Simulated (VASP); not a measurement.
Set up this calculation in VASP 6.6.1, as the native input.

```
Task                   : single point
Functional             : PBE
Potentials or basis    : VASP PAW PBE potentials, release 64 (Pb_d, S)
Cutoff                 : 520 eV
k mesh                 : 8 × 8 × 8
Occupations            : fermi-dirac, width 0.05 eV
Spin                   : no spin polarisation
Dipole correction      : no
Further INCAR settings : ALGO = Normal; EDIFF = 1e-06; NBANDS = 17
```

The structure of PbS lies in POSCAR:

```
PbS
1.0
    2.1126617058      1.2197458045      3.4519162518
   -2.1126617058      1.2197458045      3.4519162518
    0.0000000000     -2.4394916091      3.4519162518
Pb S
1 1
Direct
    0.9805657800      0.9805657800      0.9805657800
    0.4750355500      0.4750355500      0.4750355500
```

One way to write it, as run:

INCAR

```
PREC     = Accurate       # precision mode
ENCUT    = 520            # plane-wave cutoff, eV
EDIFF    = 1E-6           # SCF threshold, eV
ISMEAR   = -1             # smearing method
SIGMA    = 0.05           # smearing width, eV
LREAL    = False          # projectors in reciprocal space
LASPH    = True           # aspherical terms in the spheres
NELM     = 100            # most SCF steps
ALGO     = Normal         # electronic algorithm
ISIF     = 2              # what is computed and relaxed
LWAVE    = False          # write WAVECAR
LCHARG   = True           # write CHGCAR
GGA      = PE             # functional
LELF     = True           # ELF
LVHAR    = True         
NBANDS   = 17             # bands
```

KPOINTS

```
regular mesh
0
Gamma
  8 8 8
```

Potentials or basis: VASP PAW PBE potentials, release 64 (Pb_d, S).

Run with:

```console
$ cat potpaw_PBE.64/Pb_d/POTCAR potpaw_PBE.64/S/POTCAR > POTCAR
$ mpirun -np 1 vasp_std > vasp.out
```

It gave:

```yaml
Pressure: 0.8 GPa
Largest_force: 0.019 eV/Å
Band_gap_on_the_k_mesh: 0.46 eV, direct
```

Caveat: spin-orbit coupling is left out, which moves the levels of the heavy elements.

Run time: 22 s on 1 thread of Intel(R) Xeon(R) Platinum 8559C (Emerald Rapids), with other jobs on the host, peak memory 0.2 GiB.
